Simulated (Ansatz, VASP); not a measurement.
# One calculation of CuO, two programs

Contents of INCAR:

```
SYSTEM = CuO
PREC = Accurate
ENCUT = 520
EDIFF = 1E-6
ISMEAR = 0
SIGMA = 0.05
LREAL = .False.
LASPH = .True.
NELM = 150
ALGO = Normal
ISIF = 2
LWAVE = .False.
LCHARG = .True.
LMAXMIX = 4
LDAU = .True.
LDAUTYPE = 2
LDAUL = 2 -1
LDAUU = 4 0
LDAUJ = 0 0
LDAUPRINT = 1
GGA = PS
LELF = .True.
LVHAR = .True.
NBANDS = 16
```

Contents of KPOINTS:

```
regular mesh
0
Gamma
  7 7 7
  0 0 0
```

The input POSCAR:

```
CuO
1.0
    0.0000000000      2.3272527300      2.3272527300
    2.3272527300      0.0000000000      2.3272527300
    2.3272527300      2.3272527300      0.0000000000
Cu O
1 1
Direct
    0.0000000000      0.0000000000      0.0000000000
    0.2500000000      0.2500000000      0.2500000000
```

Input for Ansatz:

```yaml
crystal:
  lattice:
    - [0.0, 2.32725273, 2.32725273]
    - [2.32725273, 0.0, 2.32725273]
    - [2.32725273, 2.32725273, 0.0]
  atoms:
    - { symbol: Cu, position: [0.0, 0.0, 0.0] }
    - { symbol: O, position: [0.25, 0.25, 0.25] }
basis:
  ecutwfc: 420
  ecutrho_ratio: 4
kpoints:
  mp_grid: { grid: [7, 7, 7] }
hamiltonian:
  xc: pbesol
  hubbard: { sites: [{ site: 0, l: d, u_eff: 4.0 }] }
scf:
  occupations: { method: gaussian, width: 0.05 }
  lower_state_search: "off"
  max_iter: 150
output:
  forces: true
  stress: true
  eigenvalues: true
  populations: true
  hubbard: { sites: [{ site: 0, l: d }] }
```

Alike in both runs: task single point; functional PBEsol; k mesh 7 × 7 × 7; occupations gaussian, width 0.05 eV; no spin polarisation; Hubbard terms Cu d U = 4.0 eV.

|  | VASP | Ansatz |
| --- | --- | --- |
| version | VASP 6.6.1 | Ansatz 0.2.0 |
| potentials or method | VASP PAW PBE potentials, release 64 (Cu, O), cutoff 520 eV | scalar-relativistic, plane waves, PAW |
| valence electrons in the cell | 17 | 25 |

VASP gave:

| Quantity | Value |
| --- | --- |
| gap on the k mesh at the Fermi level (eV) | none |
| pressure (GPa) | -16.5 |

Question: What did Ansatz give for the same quantities?

Answer: gap on the k mesh at the Fermi level (eV): none; pressure (GPa): -13.7.

VASP's potentials were made for PBE, not for PBEsol. The programs project onto different local orbitals, so the same U acts differently, and such runs can settle in different states. A gap of «none» marks a metal or a gap that the smearing closes. VASP's potentials hold 17 valence electrons a cell and Ansatz's 25, so a difference there can come from the potentials and not from the codes. Ansatz's warnings: filled band counts differ across k points.
